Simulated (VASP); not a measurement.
H3CCl: single point with PBE+D3(BJ)

The system is H3CCl.

```
C Cl H
1.0
     7.48320    0.00000    0.00000
     0.00000    7.42059    0.00000
     0.00000    0.00000    8.16532
C Cl H
8 8 24
Direct
  0.88147 0.84287 0.93869
  0.57356 0.41769 0.71128
  0.43222 0.97891 0.66904
  0.60347 0.19482 0.11426
  0.43389 0.62292 0.23186
  0.98978 0.39105 0.00716
  0.25420 0.14092 0.28484
  0.98995 0.61510 0.43435
  0.89424 0.81584 0.14369
  0.38238 0.55776 0.71110
  0.28580 0.10606 0.78457
  0.70096 0.26298 0.29675
  0.46221 0.71725 0.03727
  0.98148 0.40324 0.79812
  0.10274 0.22855 0.41790
  0.91027 0.84336 0.49576
  0.80886 0.96638 0.90817
  0.00798 0.82260 0.87218
  0.80103 0.73049 0.89047
  0.68022 0.48732 0.63535
  0.64408 0.37944 0.82341
  0.56194 0.28782 0.65127
  0.57274 0.01625 0.69371
  0.41502 0.83284 0.69882
  0.39828 0.00873 0.54180
  0.49531 0.30514 0.09120
  0.69603 0.20089 0.01370
  0.53311 0.07843 0.14408
  0.31336 0.68376 0.28766
  0.39638 0.48884 0.22905
  0.55325 0.66528 0.31149
  0.99241 0.25057 0.03652
  0.10731 0.44720 0.07891
  0.86177 0.42817 0.04714
  0.25362 0.19641 0.16216
  0.38390 0.15093 0.34033
  0.20204 0.00469 0.28766
  0.13037 0.62634 0.42737
  0.95855 0.51303 0.51849
  0.94100 0.62306 0.30816
```

```
Program             : VASP 6.6.1
Task                : single point
Functional          : PBE
Dispersion          : D3(BJ)
Potentials or basis : VASP PAW PBE potentials, release 64 (C, Cl, H)
Cutoff              : 520 eV
k mesh              : 1 × 1 × 1
Occupations         : fermi-dirac, width 0.05 eV
Spin                : no spin polarisation
```

The pressure is 4.5 GPa. The largest force is 3.884 eV/Å, the band gap on the k mesh is 5.28 eV and the dispersion energy per atom is -0.073 eV.

Forces on the atoms (eV/Å):
```
C   -0.602 -0.877 -2.713
C    2.089  0.503 -1.420
C    0.700 -0.674 -0.190
C   -1.838  3.410 -0.284
C    0.516  3.283  1.926
C    1.418 -0.853  1.436
C   -0.150 -1.274 -0.063
C   -0.404  2.317 -0.998
Cl   0.240  0.948  1.146
Cl   0.205 -1.445 -0.229
Cl  -0.482  0.514  0.914
Cl   0.677  0.224  1.029
Cl  -0.099 -0.038 -0.018
Cl   0.608  0.503 -1.421
Cl  -1.175  1.604  1.071
Cl   0.243 -0.832  0.773
H    0.393  0.102 -0.109
H    0.100  0.671  0.364
H   -0.210  0.203 -0.028
H   -0.863 -0.202  0.632
H   -0.791  0.789  0.657
H   -0.987 -0.209 -0.455
H   -0.258 -0.023 -0.045
H    0.145  0.776 -0.324
H    0.210 -0.307 -0.121
H    1.299 -1.379 -0.209
H    0.361 -0.559 -0.311
H   -0.454 -1.956 -0.479
H    0.393  0.341 -0.162
H    0.268 -2.352 -0.238
H   -1.110 -0.964 -0.789
H    0.246 -1.039  0.181
H   -0.995  0.297 -1.142
H   -1.032  1.212  1.001
H   -0.237  0.169 -0.268
H    0.708  0.028  0.105
H    0.690 -0.747 -0.821
H    1.300  0.164  0.269
H   -0.950 -0.784  0.740
H   -0.170 -1.543  0.593
```

Stress tensor (GPa, compression positive):
```
 3.03  0.14 -0.86
 0.14  4.44  0.56
-0.86  0.56  6.17
```

Levels at points of the mesh, in eV from the valence-band top:
```csv
k point,band 53,band 54,band 55,band 56,band 57,band 58,band 59,band 60
"(0.00, 0.00, 0.00)",-0.23,-0.15,-0.13,0.00,5.28,5.63,5.75,5.89
```

Wall time 67 s on 1 thread of Intel(R) Xeon(R) Platinum 8559C (Emerald Rapids), with other jobs on the host, peak memory 0.42 GiB.

Caveat: the k points lie up to 0.85 Å⁻¹ apart; the atoms stand as in a frame of molecular dynamics.
